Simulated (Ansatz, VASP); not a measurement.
## In: VASP beside Ansatz

Contents of INCAR:

```
ALGO = Fast
EDIFF = 1E-6
ENCUT = 520
GGA = PE
ISIF = 2
ISMEAR = 0
LASPH = True
LCHARG = False
LREAL = False
LWAVE = False
NBANDS = 12
NELM = 100
PREC = Accurate
SIGMA = 0.15
```

File KPOINTS:

```
k-points
0
Gamma
  20 20 20
```

File POSCAR:

```
In
1.0
   -1.6546076250      1.5976923750      2.4739500000
    1.6546076250     -1.5976923750      2.4739500000
    1.6546076250      1.5976923750     -2.4739500000
In
1
Direct
    0.0000000000      0.0000000000      0.0000000000
```

Input for Ansatz:

```yaml
crystal:
  lattice:
    - [-1.654607625, 1.597692375, 2.47395]
    - [1.654607625, -1.597692375, 2.47395]
    - [1.654607625, 1.597692375, -2.47395]
  atoms:
    - { symbol: In, position: [0.0, 0.0, 0.0] }
basis:
  ecutwfc: 420
kpoints:
  mp_grid: { grid: [20, 20, 20] }
hamiltonian:
  xc: pbe
scf:
  occupations: { method: gaussian, width: 0.15 }
output:
  forces: true
  stress: true
  eigenvalues: true
  write_density: true
  write_potential: true
  elf: true
  volumetric_format: npy
```

Change from the starting cell: strain +0.0175 x Voigt [1, -1, 0, 0, 0, 0], atoms carried along.

Alike in both runs: task single point; functional PBE; k mesh 20 × 20 × 20; occupations gaussian, width 0.15 eV; no spin polarisation.

|  | VASP | Ansatz |
| --- | --- | --- |
| version | VASP 6.6.1 | Ansatz 0.2.0 |
| potentials or method | VASP PAW PBE potentials, release 64 (In_d), cutoff 520 eV | scalar-relativistic, plane waves, PAW |
| valence electrons in the cell | 13 | 13 |

```csv
,VASP,Ansatz,Ansatz less VASP
gap on the k mesh at the Fermi level (eV),none,none,-
pressure (GPa),2.0,2.1,+0.07
"traceless stress, the component that is largest in VASP (GPa)",0.54,0.53,-0.008
```

A gap of «none» marks a metal or a gap that the smearing closes. With one functional, cell and mesh, what is left measures potentials, basis and numerics.
